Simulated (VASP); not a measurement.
# Li (Im-3m) in VASP: a series of runs

The runs below take Li through single point, relaxation of cell and atoms, with PBE.

Everything below comes from runs of VASP 6.6.1. Logs are shortened: lines on timing, memory, paths and dates and some standing lists are left out, and cuts for length are marked.

### 1 The cell of the first run

It takes space group Im-3m (No. 229, cubic). Conventional cell: a = 3.433 Å, b = 3.433 Å, c = 3.433 Å, α = 90.00°, β = 90.00°, γ = 90.00°. Within 3.9 Å of Li (site symmetry m-3m) lie 14 Li at 2.97 to 3.43 Å.

### 2 Single point, PBE

INCAR

```
ALGO = Normal ; EDIFF = 1E-6
ENCUT = 520 ; GGA = PE
ISIF = 2 ; ISMEAR = -1
LASPH = T ; LCHARG = F
LREAL = F ; LWAVE = F
NBANDS = 10 ; NELM = 80
PREC = Accurate ; SIGMA = 0.1
```

KPOINTS

```
k-points
0
Gamma
  12 12 12
```

POSCAR

```
Li
1.0
    3.4334755435      0.0000000000      0.0000000000
    0.0000000000      3.4334755435      0.0000000000
    0.0000000000      0.0000000000      3.4334755435
Li
2
Direct
    0.0000000000      0.0000000000      0.0000000000
    0.5000000000      0.5000000000      0.5000000000
```

Potentials or basis: VASP PAW PBE potentials, release 64 (Li_sv).

Run with:

```console
cat potpaw_PBE.64/Li_sv/POTCAR > POTCAR
mpirun -np 1 vasp_std > vasp.out
```

OUTCAR:

```text
EDIFF = 1E-6
   ENCUT = 520
   GGA = PE
   ISIF = 2
   ISMEAR = -1
   LASPH = T
   LREAL = F
   NELM = 80
   PREC = Accurate

 ion  position               nearest neighbor table
   1  0.000  0.000  0.000-
   2  0.500  0.500  0.500-

  LATTYP: Found a simple cubic cell.
 ALAT       =     3.4334755435

  Lattice vectors:

 A1 = (   3.4334755435,   0.0000000000,   0.0000000000)
 A2 = (   0.0000000000,   3.4334755435,   0.0000000000)
 A3 = (   0.0000000000,   0.0000000000,   3.4334755435)

Analysis of symmetry for initial positions (statically):
=====================================================================
 Subroutine PRICEL returns following result:

  LATTYP: Found a body centered cubic cell.
 ALAT       =     3.4334755435

  Lattice vectors:

 A1 = (   1.7167377718,   1.7167377718,  -1.7167377717)
 A2 = (  -1.7167377718,   1.7167377717,   1.7167377717)
 A3 = (   1.7167377718,  -1.7167377717,   1.7167377718)

   2 primitive cells build up your supercell.

 Routine SETGRP: Setting up the symmetry group for a
 simple cubic supercell.

 Subroutine GETGRP returns: Found 48 space group operations
 (whereof 48 operations were pure point group operations)
 out of a pool of 48 trial point group operations.

The static configuration has the point symmetry O_h .

Analysis of symmetry for dynamics (positions and initial velocities):
=====================================================================
 Subroutine PRICEL returns following result:

  LATTYP: Found a body centered cubic cell.
 ALAT       =     3.4334755435

  Lattice vectors:

 A1 = (   1.7167377718,   1.7167377718,  -1.7167377717)
 A2 = (  -1.7167377718,   1.7167377717,   1.7167377717)
 A3 = (   1.7167377718,  -1.7167377717,   1.7167377718)

   2 primitive cells build up your supercell.

 Routine SETGRP: Setting up the symmetry group for a
 simple cubic supercell.

 Subroutine GETGRP returns: Found 48 space group operations
 (whereof 48 operations were pure point group operations)
 out of a pool of 48 trial point group operations.

The dynamic configuration has the point symmetry O_h .

 Subroutine INISYM returns: Found 48 space group operations
 (whereof 48 operations are pure point group operations),
 and found     2 'primitive' translations

----------------------------------------------------------------------------------------

                                     Primitive cell

  volume of cell :      20.2382

  direct lattice vectors                    reciprocal lattice vectors
     1.716737772  1.716737772 -1.716737772     0.291250072  0.291250072  0.000000000
    -1.716737772  1.716737772  1.716737772    -0.000000000  0.291250072  0.291250072
     1.716737772 -1.716737772  1.716737772     0.291250072  0.000000000  0.291250072

  length of vectors
     2.973477044  2.973477044  2.973477044     0.411889802  0.411889802  0.411889802

  position of ions in fractional coordinates (direct lattice)
     0.000000000  0.000000000  0.000000000

  ion indices of the primitive-cell ions
   primitive index   ion index
                 1           1

----------------------------------------------------------------------------------------

 KPOINTS: k-points

Automatic generation of k-mesh.
 Grid dimensions read from file:
 generate k-points for:   12   12   12

 Generating k-lattice:

  Cartesian coordinates                     Fractional coordinates (reciprocal lattice)
     0.024270839  0.000000000  0.000000000     0.083333333  0.000000000  0.000000000
     0.000000000  0.024270839  0.000000000     0.000000000  0.083333333  0.000000000
     0.000000000  0.000000000  0.024270839     0.000000000  0.000000000  0.083333333

  Length of vectors
     0.024270839  0.024270839  0.024270839

  Shift w.r.t. Gamma in fractional coordinates (k-lattice)
     0.000000000  0.000000000  0.000000000

 Subroutine IBZKPT returns following result:
 ===========================================

 Found     84 irreducible k-points:

 Following reciprocal coordinates:
            Coordinates               Weight
  0.000000  0.000000  0.000000      1.000000
  0.083333  0.000000  0.000000      6.000000
  0.166667  0.000000  0.000000      6.000000
  0.250000  0.000000  0.000000      6.000000
  0.333333  0.000000  0.000000      6.000000
  0.416667  0.000000  0.000000      6.000000
[... 16 lines left out ...]
  0.333333  0.333333  0.000000     12.000000
  0.416667  0.333333  0.000000     24.000000
 [... further k-points ...]
   k-points           NKPTS =     84   k-points in BZ     NKDIM =     84   number of bands    NBANDS=     10
   number of dos      NEDOS =    301   number of ions     NIONS =      2
   total plane-waves  NPLWV =  21952
   dimension x,y,z NGX =    28 NGY =   28 NGZ =   28
   dimension x,y,z NGXF=    56 NGYF=   56 NGZF=   56
   ions per type =               2
   NGX,Y,Z   is equivalent  to a cutoff of  13.56, 13.56, 13.56 a.u.
   NGXF,Y,Z  is equivalent  to a cutoff of  27.11, 27.11, 27.11 a.u.
 SYSTEM =  unknown system
   PREC   = accura    normal or accurate (medium, high low for compatibility)
   ISTART =      0    job   : 0-new  1-cont  2-samecut
   ICHARG =      2    charge: 1-file 2-atom 10-const
   ISPIN  =      1    spin polarized calculation?
   LNONCOLLINEAR =      F non collinear calculations
   LSORBIT =      F    spin-orbit coupling
   LASPH  =      T    aspherical Exc in radial PAW
   ENCUT  =  520.0 eV  38.22 Ry    6.18 a.u.   6.38  6.38  6.38*2*pi/ulx,y,z
   NELM   =     80;   NELMIN=  2; NELMDL= -5     # of ELM steps
   EDIFF  = 0.1E-05   stopping-criterion for ELM
   LREAL  =      F    real-space projection
   EDIFFG = 0.1E-04   stopping-criterion for IOM
   NSW    =      0    number of steps for IOM
   IBRION =     -1    ionic relax: 0-MD 1-quasi-New 2-CG
   NFREE  =      0    steps in history (QN), initial steepest desc. (CG)
   ISIF   =      2    stress and relaxation
   ISYM   =      2    0-nonsym 1-usesym 2-fastsym
   POTIM  = 0.5000    time-step for ionic-motion
   TEBEG  =    0.0;   TEEND  =   0.0 temperature during run
   PSTRESS=    0.0 pullay stress
   NELECT =       6.0000    total number of electrons
   NUPDOWN=      -1.0000    fix difference up-down
   EMIN   =  10.00;   EMAX   =-10.00  energy-range for DOS
   EFERMI =   0.00;   METHOD = LEGACY
   ISMEAR =    -1;   SIGMA  =   0.10  broadening in eV -4-tet -1-fermi 0-gaus
   EFERMI_NEDOS =   21; number of points for ismear=-14 and -15
   IALGO  =     38    algorithm
   IMIX   =      4    mixing-type and parameters
     AMIX     =   0.40;   BMIX     =  1.00
     AMIX_MAG =   1.60;   BMIX_MAG =  1.00
  volume/ion in A,a.u.               =      20.24       136.57
  Fermi-wavevector in a.u.,A,eV,Ry     =   0.866412  1.637282 10.213490  0.750670
  Thomas-Fermi vector in A             =   1.984798
   LORBIT       =      0    0 simple, 1 ext, 2 COOP (PROOUT), +10 PAW based schemes
   GGA     = PE    functional components
   LHFCALC =     F    Hartree Fock is set to
   AEXX    =    0.0000 exact exchange contribution
   IVDW    =     0    specifies the selected vdW correction
   LEPSILON=     F    determine dielectric tensor
   LRPA    =     F    only Hartree local field effects (RPA)
 non-spin polarized calculation
  energy-cutoff  :      520.00
  volume of cell :       40.48
 maximum number of plane-waves:      1108
 NGX is ok and might be reduce to    28
   NGX = 13   NGY = 13   NGZ = 13

 number of electron       6.0000000 magnetization

 Free energy of the ion-electron system (eV)
  ---------------------------------------------------
  ext. energy  EPLUGINS =         0.00000000
  ---------------------------------------------------
  free energy    TOTEN  =        -3.82344504 eV

  energy without entropy =       -3.79045099  energy(sigma->0) =       -3.80694802

 E-fermi :   0.6361     XC(G=0):  -7.0479

 val. band max:        0.6007201258   @ k =   0.5000   0.2500   0.2500
 cond. band min:       0.6556829632   @ k =   0.4167   0.1667   0.0833
 fundamental gap:      0.0549628374
 Fermi energy:         0.6360885913

 k-point     1 :       0.0000    0.0000    0.0000
  band No.  band energies     occupation
      1     -45.8964      2.00000
      2     -45.8633      2.00000
      3      -2.9327      2.00000
      4       6.1564      0.00000
      5       6.1564      0.00000
      6       6.1564      0.00000
      7       8.4103      0.00000
      8       8.4103      0.00000
      9      14.2533      0.00000
     10      15.2513      0.00000

 k-point     2 :       0.0833    0.0000    0.0000
  band No.  band energies     occupation
      1     -45.8958      2.00000
      2     -45.8639      2.00000
      3      -2.8668      2.00000
      4       5.2776      0.00000
      5       6.2414      0.00000
      6       6.2414      0.00000
      7       8.4988      0.00000
      8       9.4092      0.00000
      9      14.4596      0.00000
     10      14.8843      0.00000

 k-point     3 :       0.1667    0.0000    0.0000
  band No.  band energies     occupation
      1     -45.8939      2.00000
      2     -45.8653      2.00000
      3      -2.6693      2.00000
      4       3.9074      0.00000
      5       6.4964      0.00000
      6       6.4964      0.00000
      7       8.7644      0.00000
      8      11.0672      0.00000
      9      13.9205      0.00000
     10      13.9205      0.00000
[... 248 lines left out ...]
 k-point    23 :       0.3333    0.3333    0.0000
  band No.  band energies     occupation
      1     -45.8818      2.00000
      2     -45.8736      2.00000
      3      -0.8472      2.00000
      4       1.5664      0.00018
      5       4.1409      0.00000
      6       6.8872      0.00000
      7       8.8114      0.00000
      8      11.6520      0.00000
      9      12.3167      0.00000
     10      13.0353      0.00000

 k-point    24 :       0.4167    0.3333    0.0000
  band No.  band energies     occupation
      1     -45.8795      2.00000
      2     -45.8752      2.00000
      3      -0.2871      1.99980
      4       1.0447      0.03306
      5       4.3258      0.00000
      6       5.8295      0.00000
      7       9.5114      0.00000
      8      11.1057      0.00000
      9      12.4600      0.00000
     10      12.7920      0.00000

 [... further k-points ...]

------------------------ aborting loop because EDIFF is reached ----------------------------------------

  FORCE on cell =-STRESS in cart. coord.  units (eV):
  Direction    XX          YY          ZZ          XY          YZ          ZX
  --------------------------------------------------------------------------------------
  -------------------------------------------------------------------------------------
  Total       -0.0064383     -0.0064383     -0.0064383      0.0000000      0.0000000     -0.0000000
  in kB       -0.2548478     -0.2548478     -0.2548478      0.0000000      0.0000000     -0.0000000
  external PRESSURE =      -0.2548478 kB  Pullay stress =       0.0000000 kB

 VOLUME and BASIS-vectors are now :
 -----------------------------------------------------------------------------
  energy-cutoff  :      520.00
  volume of cell :       40.48
      direct lattice vectors                 reciprocal lattice vectors
     3.433475544  0.000000000  0.000000000     0.291250072  0.000000000  0.000000000
     0.000000000  3.433475544  0.000000000     0.000000000  0.291250072  0.000000000
     0.000000000  0.000000000  3.433475544     0.000000000  0.000000000  0.291250072

 POSITION                                       TOTAL-FORCE (eV/Angst)
 -----------------------------------------------------------------------------------
      0.00000      0.00000      0.00000         0.000000     -0.000000     -0.000000
      1.71674      1.71674      1.71674        -0.000000      0.000000      0.000000
 -----------------------------------------------------------------------------------
    total drift:                                0.000000      0.000000      0.000000

  FREE ENERGIE OF THE ION-ELECTRON SYSTEM (eV)
  ---------------------------------------------------
  free  energy   TOTEN  =        -3.8234450405 eV

  energy  without entropy=       -3.7904509902  energy(sigma->0) =       -3.80694802
```

Run time: 41 s. Hardware: 1 thread of AMD EPYC 7R13, shared host; peak memory 0.13 GiB.

What came out:

| Property | Result |
| --- | --- |
| Free energy | -3.8234 eV |
| Band gap on the k mesh | zero (bands 3 and 4 overlap by 4.53 eV) |

Caveat: the cutoff is under 1.25 times the usual one of these potentials, so pressure, stress and relaxed cells hold a basis-set (Pulay) error.

### 3 Relaxation of cell and atoms, PBE

INCAR

```
SYSTEM = Li
  PREC = Accurate
  ENCUT = 600
  EDIFF = 1E-6
  ISMEAR = -1
  SIGMA = 0.1
  LREAL = .FALSE.
  LASPH = .TRUE.
  NELM = 100
  ALGO = Normal
  ISIF = 3
  LWAVE = .FALSE.
  LCHARG = .FALSE.
  GGA = PE
  IBRION = 2
  NSW = 60
  EDIFFG = -0.01
```

KPOINTS

```
regular mesh
0
G
  12 12 12
  0 0 0
```

POSCAR is that of step 2.

Potentials or basis: VASP PAW PBE potentials, release 64 (Li_sv).

Run with:

```console
cat potpaw_PBE.64/Li_sv/POTCAR > POTCAR
mpirun -np 1 vasp_std > vasp.out
```

OUTCAR:

```text
SYSTEM = Li
   PREC = Accurate
   ENCUT = 600
   EDIFF = 1E-6
   ISMEAR = -1
   LREAL = .FALSE.
   LASPH = .TRUE.
   NELM = 100
   ISIF = 3
   GGA = PE
   IBRION = 2
   NSW = 60
   EDIFFG = -0.01

 ion  position               nearest neighbor table
   1  0.000  0.000  0.000-
   2  0.500  0.500  0.500-

  LATTYP: Found a simple cubic cell.
 ALAT       =     3.4334755435

  Lattice vectors:

[... 446 lines left out ...]
------------------------ aborting loop because EDIFF is reached ----------------------------------------

  FORCE on cell =-STRESS in cart. coord.  units (eV):
  Direction    XX          YY          ZZ          XY          YZ          ZX
  --------------------------------------------------------------------------------------
  -------------------------------------------------------------------------------------
  Total       -0.0179076     -0.0179076     -0.0179076     -0.0000000      0.0000000      0.0000000
  in kB       -0.7088363     -0.7088363     -0.7088363     -0.0000000      0.0000000      0.0000000
  external PRESSURE =      -0.7088363 kB  Pullay stress =       0.0000000 kB

 VOLUME and BASIS-vectors are now :
 -----------------------------------------------------------------------------
  energy-cutoff  :      600.00
  volume of cell :       40.48
      direct lattice vectors                 reciprocal lattice vectors
     3.433475544  0.000000000  0.000000000     0.291250072  0.000000000  0.000000000
     0.000000000  3.433475544  0.000000000     0.000000000  0.291250072  0.000000000
     0.000000000  0.000000000  3.433475544     0.000000000  0.000000000  0.291250072

 POSITION                                       TOTAL-FORCE (eV/Angst)
 -----------------------------------------------------------------------------------
      0.00000      0.00000      0.00000        -0.000000     -0.000000     -0.000000
      1.71674      1.71674      1.71674         0.000000      0.000000      0.000000
 -----------------------------------------------------------------------------------
    total drift:                                0.000000      0.000000      0.000000

  FREE ENERGIE OF THE ION-ELECTRON SYSTEM (eV)
  ---------------------------------------------------
  free  energy   TOTEN  =        -3.8228647338 eV

  energy  without entropy=       -3.7898819083  energy(sigma->0) =       -3.80637332

 reached required accuracy - stopping structural energy minimisation
```

OSZICAR:

```text
N       E                     dE             d eps       ncg     rms          rms(c)
DAV:   1     0.525339507867E+01    0.52534E+01   -0.26635E+03  1176   0.853E+02
DAV:   2    -0.251730144176E+01   -0.77707E+01   -0.76656E+01  1575   0.851E+01
DAV:   3    -0.374631007011E+01   -0.12290E+01   -0.12195E+01  1827   0.299E+01
DAV:   4    -0.382565319312E+01   -0.79343E-01   -0.79299E-01  1582   0.630E+00
DAV:   5    -0.382618116951E+01   -0.52798E-03   -0.52798E-03  1694   0.709E-01    0.311E-01
DAV:   6    -0.382393091853E+01    0.22503E-02   -0.66843E-04  2156   0.178E-01    0.177E-01
DAV:   7    -0.382286311190E+01    0.10678E-02   -0.15532E-03  2233   0.255E-01    0.399E-02
DAV:   8    -0.382286362152E+01   -0.50962E-06   -0.69772E-05  1498   0.708E-02    0.352E-03
DAV:   9    -0.382286480117E+01   -0.11796E-05   -0.12028E-06  1785   0.143E-02    0.532E-04
DAV:  10    -0.382286473378E+01    0.67387E-07   -0.89575E-08   819   0.372E-03
   1 F= -.38228647E+01 E0= -.38063733E+01  d E =-.382286E+01
```

CONTCAR:

```text
Li
   1.00000000000000
     3.4334755435000002    0.0000000000000000    0.0000000000000000
     0.0000000000000000    3.4334755435000002    0.0000000000000000
     0.0000000000000000    0.0000000000000000    3.4334755435000002
  Li
     2
Direct
     0.0000000000000000    0.0000000000000000    0.0000000000000000
     0.5000000000000000    0.5000000000000000    0.5000000000000000

  0.00000000E+00  0.00000000E+00  0.00000000E+00
  0.00000000E+00  0.00000000E+00  0.00000000E+00
```

Wall time 36 s (1 thread of AMD EPYC 7R13, shared host); peak memory 0.13 GiB.

Results:

```yaml
Free_energy: -3.8229 eV
Pressure_after_relaxing: -0.1 GPa
Band_gap_on_the_k_mesh: zero (bands 3 and 4 overlap by 4.53 eV)
```

Final structure:
```
Li
1.0
     3.43348    0.00000    0.00000
     0.00000    3.43348    0.00000
     0.00000    0.00000    3.43348
Li
2
Cartesian
  0.0000 0.0000 0.0000
  1.7167 1.7167 1.7167
```

Levels at points of the mesh, in eV from the Fermi level:
```csv
k point,band 1,band 2,band 3,band 4,band 5,band 6
"(0.00, 0.00, 0.00)",-46.53,-46.50,-3.57,5.52,5.52,5.52
"(0.50, 0.00, 0.00)",-46.51,-46.51,-1.15,-1.15,8.54,8.54
"(0.50, 0.50, 0.00)",-46.51,-46.51,0.24,0.24,3.26,3.26
"(0.50, 0.50, 0.50)",-46.51,-46.51,3.38,3.38,3.38,3.38
```

Caveat: the cutoff is under 1.25 times the usual one of these potentials, so pressure, stress and relaxed cells hold a basis-set (Pulay) error; the relaxation stopped at its first step, so nothing moved.

(Continued in part 2 of 2.)

The gap in the log of VASP goes by the Fermi energy; the results here count the filled bands.